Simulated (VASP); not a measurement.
Write the native input for VASP 6.6.1 that does the following.

```yaml
Task: single point
Functional: r2SCAN
Dispersion: D3(BJ)
Potentials_or_basis: VASP PAW PBE potentials, release 64 (Hf_pv, Mo_sv, C)
Cutoff: 520 eV
k_mesh: 8 × 8 × 6
Occupations: fermi-dirac, width 0.05 eV
Spin: no spin polarisation
Dipole_correction: no
Further_INCAR_settings: ALGO = Normal; EDIFF = 1e-06; NBANDS = 24
```

The system is HfMoC2.

```
CELL_PARAMETERS angstrom
3.18336 0.00000 0.00000
0.00000 3.18336 0.00000
0.00000 0.00000 4.43343
ATOMIC_POSITIONS crystal
Hf 0.00000 0.00000 0.00000
Mo 0.50000 0.50000 0.50000
C 0.50000 0.50000 0.00000
C 0.00000 0.00000 0.50000
```

The input as run:

POSCAR

```
HfMoC2
1.0
    3.1833647666      0.0000000000      0.0000000000
    0.0000000000      3.1833647666      0.0000000000
    0.0000000000      0.0000000000      4.4334331668
Hf Mo C
1 1 2
Direct
    0.0000000000      0.0000000000      0.0000000000
    0.5000000000      0.5000000000      0.5000000000
    0.5000000000      0.5000000000      0.0000000000
    0.0000000000      0.0000000000      0.5000000000
```

INCAR.step1

```
PREC = Accurate
ENCUT = 520
ISMEAR = -1
SIGMA = 0.05
LREAL = False
LASPH = True
NELM = 60
NBANDS = 24
GGA = PE
ALGO = Normal
EDIFF = 1E-4
LWAVE = True
LCHARG = False
```

INCAR.step2

```
PREC = Accurate
ENCUT = 520
EDIFF = 1E-6
ISMEAR = -1
SIGMA = 0.05
LREAL = False
LASPH = True
NELM = 60
ALGO = Normal
ISIF = 2
LWAVE = False
LCHARG = False
METAGGA = R2SCAN
LMIXTAU = True
IVDW = 12
VDW_S6 = 1.0
VDW_S8 = 0.78981345
VDW_A1 = 0.49484001
VDW_A2 = 5.73083694
NBANDS = 24
ISTART = 1
```

KPOINTS

```
regular mesh
0
Gamma
  8 8 6
```

Potentials or basis: VASP PAW PBE potentials, release 64 (Hf_pv, Mo_sv, C).

Launch:

```bash
$ cat potpaw_PBE.64/Hf_pv/POTCAR potpaw_PBE.64/Mo_sv/POTCAR potpaw_PBE.64/C/POTCAR > POTCAR
$ cp INCAR.step1 INCAR
$ mpirun -np 1 vasp_std > vasp.out
$ cp INCAR.step2 INCAR
$ mpirun -np 1 vasp_std > vasp.out
```

It gave:

```
Pressure                   : -1.1 GPa
Band gap on the k mesh     : zero (band 16 reaches 10.85 eV, above the bottom of band 17 at 8.31 eV)
Dispersion energy per atom : -0.196 eV
```

Caveat: three body term missing; the PAW data sets were made with another functional, which shifts forces and pressure a little; spin-orbit coupling is left out, which moves the levels of the heavy elements; pairwise dispersion overbinds metals, which lowers pressure and volume.

It took 120 s on 1 thread of AMD EPYC 9R45 96-Core Processor (Zen 5) (shared host), peak memory 0.19 GiB.
